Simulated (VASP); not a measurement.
# AlB2Sb3 (P6/mmm) in VASP: notebook

The runs below take AlB2Sb3 through single point, relaxation of cell and atoms, with PBE.

Program: VASP 6.6.1. These are calculated values, not measurements. Logs are shortened: lines on timing, memory, paths and dates and some standing lists are left out, and cuts for length are marked.

## (1) The cell of the first run

The structure is hexagonal, space group P6/mmm (No. 191). The conventional cell has a = 6.594 Å, b = 6.594 Å, c = 3.225 Å, α = 90.00°, β = 90.00°, γ = 120.00°. Within 4.2 Å of Al (site symmetry 6/mmm) lie 2 Al at 3.22 Å and 6 Sb at 3.30 Å and 12 B at 4.13 Å. B (site symmetry -6m2) has 6 Sb at 2.49 Å and 2 B at 3.22 Å within 3.3 Å. Within 3.3 Å of Sb (site symmetry mmm) lie 4 B at 2.49 Å and 6 Sb at 3.22 to 3.30 Å and 2 Al at 3.30 Å.

## (2) Single point, PBE

INCAR reads:

```
PREC = Accurate ; ENCUT = 520
EDIFF = 1E-6 ; ISMEAR = 0
SIGMA = 0.1 ; LREAL = False
LASPH = True ; NELM = 100
ALGO = Normal ; ISIF = 2
LWAVE = False ; LCHARG = False
GGA = PE ; NBANDS = 21
```

KPOINTS reads:

```
Automatic mesh
0
Gamma
  3 3 6
```

POSCAR reads:

```
AlB2Sb3
1.0
    6.5937119737      0.0000000000      0.0000000000
   -3.2968559868      5.7103220745      0.0000000000
    0.0000000000      0.0000000000      3.2247525787
Al B Sb
1 2 3
Direct
    0.0000000000      0.0000000000      0.0000000000
    0.3333333333      0.6666666667      0.5000000000
    0.6666666667      0.3333333333      0.5000000000
    0.5000000000      0.0000000000      0.0000000000
    0.0000000000      0.5000000000      0.0000000000
    0.5000000000      0.5000000000      0.0000000000
```

Potentials or basis: VASP PAW PBE potentials, release 64 (Al, B, Sb).

Started as:

```sh
cat potpaw_PBE.64/Al/POTCAR potpaw_PBE.64/B/POTCAR potpaw_PBE.64/Sb/POTCAR > POTCAR
mpirun -np 1 vasp_std > vasp.out
```

OUTCAR:

```text
PREC = Accurate
   ENCUT = 520
   EDIFF = 1E-6
   ISMEAR = 0
   LREAL = False
   LASPH = True
   NELM = 100
   ISIF = 2
   GGA = PE

 ion  position               nearest neighbor table
   1  0.000  0.000  0.000-   4 3.30   4 3.30   5 3.30   5 3.30   6 3.30   6 3.30
   2  0.333  0.667  0.500-   5 2.49   5 2.49   4 2.49   4 2.49   6 2.49   6 2.49
   3  0.667  0.333  0.500-   5 2.49   5 2.49   4 2.49   4 2.49   6 2.49   6 2.49
   4  0.500  0.000  0.000-   2 2.49   3 2.49   2 2.49   3 2.49   1 3.30   1 3.30   6 3.30   6 3.30
                             5 3.30   5 3.30
   5  0.000  0.500  0.000-   2 2.49   3 2.49   2 2.49   3 2.49   6 3.30   6 3.30   1 3.30   1 3.30
                             4 3.30   4 3.30
   6  0.500  0.500  0.000-   2 2.49   3 2.49   2 2.49   3 2.49   5 3.30   5 3.30   4 3.30   4 3.30
                             1 3.30   1 3.30

  LATTYP: Found a hexagonal cell.
 ALAT       =     6.5937119737
 C/A-ratio  =     0.4890648229

  Lattice vectors:

 A1 = (   6.5937119737,   0.0000000000,   0.0000000000)
 A2 = (  -3.2968559868,   5.7103220745,   0.0000000000)
 A3 = (   0.0000000000,   0.0000000000,   3.2247525787)

Analysis of symmetry for initial positions (statically):
=====================================================================
 Subroutine PRICEL returns:
 Original cell was already a primitive cell.

 Routine SETGRP: Setting up the symmetry group for a
 hexagonal supercell.

 Subroutine GETGRP returns: Found 24 space group operations
 (whereof 24 operations were pure point group operations)
 out of a pool of 24 trial point group operations.

The static configuration has the point symmetry D_6h.

Analysis of symmetry for dynamics (positions and initial velocities):
=====================================================================
 Subroutine PRICEL returns:
 Original cell was already a primitive cell.

 Routine SETGRP: Setting up the symmetry group for a
 hexagonal supercell.

 Subroutine GETGRP returns: Found 24 space group operations
 (whereof 24 operations were pure point group operations)
 out of a pool of 24 trial point group operations.

The dynamic configuration has the point symmetry D_6h.

 Subroutine INISYM returns: Found 24 space group operations
 (whereof 24 operations are pure point group operations),
 and found     1 'primitive' translations

----------------------------------------------------------------------------------------

                                     Primitive cell

  volume of cell :     121.4191

  direct lattice vectors                    reciprocal lattice vectors
     6.593711974  0.000000000  0.000000000     0.151659642  0.087560735  0.000000000
    -3.296855987  5.710322074  0.000000000     0.000000000  0.175121471  0.000000000
     0.000000000  0.000000000  3.224752579     0.000000000  0.000000000  0.310101310

  length of vectors
     6.593711974  6.593711974  3.224752579     0.175121471  0.175121471  0.310101310

  position of ions in fractional coordinates (direct lattice)
     0.000000000  0.000000000  0.000000000
     0.333333333  0.666666667  0.500000000
     0.666666667  0.333333333  0.500000000
     0.500000000  0.000000000  0.000000000
     0.000000000  0.500000000  0.000000000
     0.500000000  0.500000000  0.000000000

  ion indices of the primitive-cell ions
   primitive index   ion index
                 1           1
                 2           2
                 3           3
                 4           4
                 5           5
                 6           6

----------------------------------------------------------------------------------------

 KPOINTS: Automatic mesh

Automatic generation of k-mesh.
 Grid dimensions read from file:
 generate k-points for:    3    3    6

 Generating k-lattice:

  Cartesian coordinates                     Fractional coordinates (reciprocal lattice)
     0.050553214  0.029186912  0.000000000     0.333333333  0.000000000  0.000000000
     0.000000000  0.058373824  0.000000000     0.000000000  0.333333333  0.000000000
     0.000000000  0.000000000  0.051683552     0.000000000  0.000000000  0.166666667

  Length of vectors
     0.058373824  0.058373824  0.051683552

  Shift w.r.t. Gamma in fractional coordinates (k-lattice)
     0.000000000  0.000000000  0.000000000

 Subroutine IBZKPT returns following result:
 ===========================================

 Found     12 irreducible k-points:

 Following reciprocal coordinates:
            Coordinates               Weight
  0.000000  0.000000  0.000000      1.000000
  0.333333  0.000000  0.000000      6.000000
  0.333333  0.333333  0.000000      2.000000
  0.000000  0.000000  0.166667      2.000000
  0.333333  0.000000  0.166667     12.000000
  0.333333  0.333333  0.166667      4.000000
  0.000000  0.000000  0.333333      2.000000
  0.333333  0.000000  0.333333     12.000000
  0.333333  0.333333  0.333333      4.000000
  0.000000  0.000000  0.500000      1.000000
  0.333333  0.000000  0.500000      6.000000
  0.333333  0.333333  0.500000      2.000000
   k-points           NKPTS =     12   k-points in BZ     NKDIM =     12   number of bands    NBANDS=     21
   number of dos      NEDOS =    301   number of ions     NIONS =      6
   total plane-waves  NPLWV =  60000
   dimension x,y,z NGX =    50 NGY =   50 NGZ =   24
   dimension x,y,z NGXF=   100 NGYF=  100 NGZF=   48
   ions per type =               1   2   3
   NGX,Y,Z   is equivalent  to a cutoff of  12.61, 12.61, 12.37 a.u.
   NGXF,Y,Z  is equivalent  to a cutoff of  25.21, 25.21, 24.75 a.u.
 SYSTEM =  unknown system
   PREC   = accura    normal or accurate (medium, high low for compatibility)
   ISTART =      0    job   : 0-new  1-cont  2-samecut
   ICHARG =      2    charge: 1-file 2-atom 10-const
   ISPIN  =      1    spin polarized calculation?
   LNONCOLLINEAR =      F non collinear calculations
   LSORBIT =      F    spin-orbit coupling
   LASPH  =      T    aspherical Exc in radial PAW
   ENCUT  =  520.0 eV  38.22 Ry    6.18 a.u.  12.26 12.26  6.00*2*pi/ulx,y,z
   NELM   =    100;   NELMIN=  2; NELMDL= -5     # of ELM steps
   EDIFF  = 0.1E-05   stopping-criterion for ELM
   LREAL  =      F    real-space projection
   EDIFFG = 0.1E-04   stopping-criterion for IOM
   NSW    =      0    number of steps for IOM
   IBRION =     -1    ionic relax: 0-MD 1-quasi-New 2-CG
   NFREE  =      0    steps in history (QN), initial steepest desc. (CG)
   ISIF   =      2    stress and relaxation
   ISYM   =      2    0-nonsym 1-usesym 2-fastsym
   POTIM  = 0.5000    time-step for ionic-motion
   TEBEG  =    0.0;   TEEND  =   0.0 temperature during run
   PSTRESS=    0.0 pullay stress
   NELECT =      24.0000    total number of electrons
   NUPDOWN=      -1.0000    fix difference up-down
   EMIN   =  10.00;   EMAX   =-10.00  energy-range for DOS
   EFERMI =   0.00;   METHOD = LEGACY
   ISMEAR =     0;   SIGMA  =   0.10  broadening in eV -4-tet -1-fermi 0-gaus
   EFERMI_NEDOS =   21; number of points for ismear=-14 and -15
   IALGO  =     38    algorithm
   IMIX   =      4    mixing-type and parameters
     AMIX     =   0.40;   BMIX     =  1.00
     AMIX_MAG =   1.60;   BMIX_MAG =  1.00
  volume/ion in A,a.u.               =      20.24       136.56
  Fermi-wavevector in a.u.,A,eV,Ry     =   0.953637  1.802112 12.373448  0.909423
  Thomas-Fermi vector in A             =   2.082310
   LORBIT       =      0    0 simple, 1 ext, 2 COOP (PROOUT), +10 PAW based schemes
   GGA     = PE    functional components
   LHFCALC =     F    Hartree Fock is set to
   AEXX    =    0.0000 exact exchange contribution
   IVDW    =     0    specifies the selected vdW correction
   LEPSILON=     F    determine dielectric tensor
   LRPA    =     F    only Hartree local field effects (RPA)
 non-spin polarized calculation
 Gauss-broadening in eV      SIGMA  =   0.10
  energy-cutoff  :      520.00
  volume of cell :      121.42
 maximum number of plane-waves:      3300
 NGX is ok and might be reduce to    50
   NGX = 25   NGY = 25   NGZ = 11

 number of electron      24.0000000 magnetization

 Free energy of the ion-electron system (eV)
  ---------------------------------------------------
  ext. energy  EPLUGINS =         0.00000000
  ---------------------------------------------------
  free energy    TOTEN  =       -23.87492603 eV

  energy without entropy =      -23.85876949  energy(sigma->0) =      -23.86684776

 E-fermi :   7.3487     XC(G=0): -10.0281

 val. band max:        7.2332782974   @ k =   0.3333   0.0000   0.5000
 cond. band min:       7.3658687282   @ k =   0.3333   0.0000   0.5000
 fundamental gap:      0.1325904308
 Fermi energy:         7.3486856580

 k-point     1 :       0.0000    0.0000    0.0000
  band No.  band energies     occupation
      1      -6.2585      2.00000
      2      -2.8486      2.00000
      3      -2.8486      2.00000
      4      -2.2301      2.00000
      5       1.8272      2.00000
      6       1.8272      2.00000
[... 13 lines left out ...]
     20      12.5959      0.00000
     21      12.6039      0.00000

 k-point     2 :       0.3333    0.0000    0.0000
  band No.  band energies     occupation
      1      -5.8844      2.00000
      2      -4.4267      2.00000
      3      -2.9578      2.00000
      4      -0.5387      2.00000
      5       1.2183      2.00000
      6       2.8225      2.00000
[... 13 lines left out ...]
     20      12.7952      0.00000
     21      12.8894      0.00000

 k-point     3 :       0.3333    0.3333    0.0000
  band No.  band energies     occupation
      1      -5.2716      2.00000
      2      -5.2716      2.00000
      3      -3.1466      2.00000
      4       1.0117      2.00000
      5       1.0117      2.00000
      6       1.4951      2.00000
[... 13 lines left out ...]
     20      13.2092      0.00000
     21      13.6726      0.00000
[... 169 lines left out ...]
 k-point    11 :       0.3333    0.0000    0.5000
  band No.  band energies     occupation
      1      -3.2595      2.00000
      2      -1.7373      2.00000
      3      -1.1180      2.00000
      4      -0.1963      2.00000
      5       0.2590      2.00000
      6       2.1037      2.00000
[... 13 lines left out ...]
     20      11.4198      0.00000
     21      12.3108      0.00000

 k-point    12 :       0.3333    0.3333    0.5000
  band No.  band energies     occupation
      1      -2.6181      2.00000
      2      -2.6181      2.00000
      3      -0.5443      2.00000
      4      -0.5443      2.00000
      5      -0.4374      2.00000
      6       1.9910      2.00000
[... 13 lines left out ...]
     20      11.5202      0.00000
     21      11.5202      0.00000

------------------------ aborting loop because EDIFF is reached ----------------------------------------

  FORCE on cell =-STRESS in cart. coord.  units (eV):
  Direction    XX          YY          ZZ          XY          YZ          ZX
  --------------------------------------------------------------------------------------
  -------------------------------------------------------------------------------------
  Total        0.0685026      0.0685026     -0.0600258      0.0000000      0.0000000      0.0000000
  in kB        0.9039214      0.9039214     -0.7920666      0.0000000      0.0000000      0.0000000
  external PRESSURE =       0.3385920 kB  Pullay stress =       0.0000000 kB

 VOLUME and BASIS-vectors are now :
 -----------------------------------------------------------------------------
  energy-cutoff  :      520.00
  volume of cell :      121.42
      direct lattice vectors                 reciprocal lattice vectors
     6.593711974  0.000000000  0.000000000     0.151659642  0.087560735  0.000000000
    -3.296855987  5.710322074  0.000000000     0.000000000  0.175121471  0.000000000
     0.000000000  0.000000000  3.224752579     0.000000000  0.000000000  0.310101310

 POSITION                                       TOTAL-FORCE (eV/Angst)
 -----------------------------------------------------------------------------------
      0.00000      0.00000      0.00000         0.000000      0.000000      0.000000
     -0.00000      3.80688      1.61238        -0.000000      0.000000     -0.000000
      3.29686      1.90344      1.61238         0.000000     -0.000000      0.000000
      3.29686      0.00000      0.00000         0.000000      0.000000      0.000000
     -1.64843      2.85516      0.00000         0.000000      0.000000      0.000000
      1.64843      2.85516      0.00000         0.000000      0.000000      0.000000
 -----------------------------------------------------------------------------------
    total drift:                               -0.000000     -0.000000      0.000000

  FREE ENERGIE OF THE ION-ELECTRON SYSTEM (eV)
  ---------------------------------------------------
  free  energy   TOTEN  =       -23.8749260267 eV

  energy  without entropy=      -23.8587694899  energy(sigma->0) =      -23.86684776
```

It took 27 s on 1 thread of Intel Xeon Platinum 8259CL at 2.50GHz (Skylake/Cascade Lake), shared host; peak memory 0.24 GiB.

Results:

```
Free energy            : -23.8749 eV
Pressure               : 0.0 GPa
Band gap on the k mesh : zero (band 12 reaches 8.73 eV, above the bottom of band 13 at 6.67 eV)
```

Stress tensor (GPa, compression positive):
```
 0.09  0.00  0.00
 0.00  0.09  0.00
 0.00  0.00 -0.08
```

Caveat: the k points lie up to 0.37 Å⁻¹ apart; spin-orbit coupling is left out, which moves the levels of the heavy elements.

## (3) Single point, PBE

This run uses another cell than the first one, of 19.92 Å³/atom, 0.984 times its volume.

INCAR reads:

```
SYSTEM = AlB2Sb3
ALGO = Normal
EDIFF = 1E-6
ENCUT = 520
GGA = PE
ISIF = 2
ISMEAR = 0
LASPH = .True.
LCHARG = .False.
LREAL = .False.
LWAVE = .False.
NBANDS = 21
NELM = 80
PREC = Accurate
SIGMA = 0.1
```

KPOINTS reads:

```
k-points
0
Gamma
  6 6 4
  0 0 0
```

POSCAR reads:

```
AlB2Sb3
1.0
    5.4577775800      0.0000000000      0.0000000000
   -2.7288887900      4.7265740300      0.0000000000
    0.0000000000      0.0000000000      4.6336397600
Al B Sb
1 2 3
Direct
    0.0000000000      0.0000000000      0.0000000000
    0.3333333300      0.6666666700      0.5000000000
    0.6666666700      0.3333333300      0.5000000000
    0.5000000000      0.0000000000      0.0000000000
    0.0000000000      0.5000000000      0.0000000000
    0.5000000000      0.5000000000      0.0000000000
```

Potentials or basis: VASP PAW PBE potentials, release 64 (Al, B, Sb).

Started as:

```sh
cat potpaw_PBE.64/Al/POTCAR potpaw_PBE.64/B/POTCAR potpaw_PBE.64/Sb/POTCAR > POTCAR
mpirun -np 1 vasp_std > vasp.out
```

OUTCAR:

```text
SYSTEM = AlB2Sb3
   EDIFF = 1E-6
   ENCUT = 520
   GGA = PE
   ISIF = 2
   ISMEAR = 0
   LASPH = .True.
   LREAL = .False.
   NELM = 80
   PREC = Accurate

 ion  position               nearest neighbor table
   1  0.000  0.000  0.000-   5 2.73   6 2.73   5 2.73   6 2.73   4 2.73   4 2.73
   2  0.333  0.667  0.500-   4 2.80   4 2.80   5 2.80   5 2.80   6 2.80   6 2.80
   3  0.667  0.333  0.500-   4 2.80   4 2.80   5 2.80   5 2.80   6 2.80   6 2.80
   4  0.500  0.000  0.000-   5 2.73   6 2.73   6 2.73   5 2.73   1 2.73   1 2.73   3 2.80   2 2.80
                             3 2.80   2 2.80
   5  0.000  0.500  0.000-   1 2.73   4 2.73   1 2.73   4 2.73   6 2.73   6 2.73   3 2.80   2 2.80
                             3 2.80   2 2.80
   6  0.500  0.500  0.000-   1 2.73   4 2.73   4 2.73   1 2.73   5 2.73   5 2.73   3 2.80   2 2.80
                             3 2.80   2 2.80

  LATTYP: Found a hexagonal cell.
 ALAT       =     5.4577775800
 C/A-ratio  =     0.8489975438

  Lattice vectors:

 A1 = (   5.4577775800,   0.0000000000,   0.0000000000)
 A2 = (  -2.7288887900,   4.7265740300,   0.0000000000)
[... 184 lines left out ...]
 cond. band min:       7.5784517985   @ k =   0.1667   0.1667   0.0000
 fundamental gap:      0.0468910920
 Fermi energy:         7.5782165551

 k-point     1 :       0.0000    0.0000    0.0000
  band No.  band energies     occupation
      1      -6.9945      2.00000
      2      -1.0194      2.00000
      3      -0.4313      2.00000
      4      -0.4313      2.00000
      5       1.3725      2.00000
      6       1.3725      2.00000
[... 493 lines left out ...]
     20      11.1962      0.00000
     21      11.3186      0.00000

------------------------ aborting loop because EDIFF is reached ----------------------------------------

  FORCE on cell =-STRESS in cart. coord.  units (eV):
  Direction    XX          YY          ZZ          XY          YZ          ZX
  --------------------------------------------------------------------------------------
  -------------------------------------------------------------------------------------
  Total       26.7403483     26.7403483     -3.8696198     -0.0000000      0.0000000      0.0000000
  in kB      358.4206955    358.4206951    -51.8673802     -0.0000000      0.0000000      0.0000000
  external PRESSURE =     221.6580035 kB  Pullay stress =       0.0000000 kB

 VOLUME and BASIS-vectors are now :
 -----------------------------------------------------------------------------
  energy-cutoff  :      520.00
  volume of cell :      119.53
      direct lattice vectors                 reciprocal lattice vectors
     5.457777580  0.000000000  0.000000000     0.183224762  0.105784866  0.000000000
    -2.728888790  4.726574030  0.000000000     0.000000000  0.211569732  0.000000000
     0.000000000  0.000000000  4.633639760     0.000000000  0.000000000  0.215813065

 POSITION                                       TOTAL-FORCE (eV/Angst)
 -----------------------------------------------------------------------------------
      0.00000      0.00000      0.00000         0.000000      0.000000      0.000000
     -0.00000      3.15105      2.31682         0.000000      0.000000      0.000000
      2.72889      1.57552      2.31682        -0.000000     -0.000000      0.000000
      2.72889      0.00000      0.00000         0.000000      0.000000      0.000000
     -1.36444      2.36329      0.00000         0.000000      0.000000      0.000000
      1.36444      2.36329      0.00000         0.000000      0.000000      0.000000
 -----------------------------------------------------------------------------------
    total drift:                               -0.000000     -0.000000     -0.000000

  FREE ENERGIE OF THE ION-ELECTRON SYSTEM (eV)
  ---------------------------------------------------
  free  energy   TOTEN  =       -17.8206316626 eV

  energy  without entropy=      -17.7986249310  energy(sigma->0) =      -17.80962830
```

OSZICAR:

```text
N       E                     dE             d eps       ncg     rms          rms(c)
DAV:   1     0.973784824083E+02    0.97378E+02   -0.84749E+03   882   0.915E+02
DAV:   2    -0.106830692751E+02   -0.10806E+03   -0.10433E+03  1084   0.160E+02
DAV:   3    -0.179211270678E+02   -0.72381E+01   -0.70055E+01  1129   0.413E+01
DAV:   4    -0.180530391179E+02   -0.13191E+00   -0.13131E+00  1077   0.580E+00
DAV:   5    -0.180555855257E+02   -0.25464E-02   -0.25460E-02  1198   0.888E-01    0.699E+00
DAV:   6    -0.178718826049E+02    0.18370E+00   -0.34533E-01  1089   0.207E+00    0.422E+00
DAV:   7    -0.178272646806E+02    0.44618E-01   -0.68999E-02  1018   0.119E+00    0.148E+00
DAV:   8    -0.178206996317E+02    0.65650E-02   -0.11620E-02  1137   0.462E-01    0.106E-01
DAV:   9    -0.178206301019E+02    0.69530E-04   -0.10871E-03  1083   0.144E-01    0.485E-02
DAV:  10    -0.178206298772E+02    0.22474E-06   -0.10657E-04  1134   0.514E-02    0.172E-02
DAV:  11    -0.178206317511E+02   -0.18739E-05   -0.84416E-06  1113   0.155E-02    0.373E-03
DAV:  12    -0.178206316626E+02    0.88507E-07   -0.75620E-07   722   0.438E-03
   1 F= -.17820632E+02 E0= -.17809628E+02  d E =-.220067E-01
```

It took 41 s on 1 thread of Intel Xeon Platinum 8259CL at 2.50GHz (Skylake/Cascade Lake), shared host; peak memory 0.26 GiB.

Results:

```
Free energy            : -17.8206 eV
Pressure               : 22.2 GPa
Band gap on the k mesh : zero (band 12 reaches 8.51 eV, above the bottom of band 13 at 7.11 eV)
```

Caveat: spin-orbit coupling is left out, which moves the levels of the heavy elements.

[end of part 1 of 2]
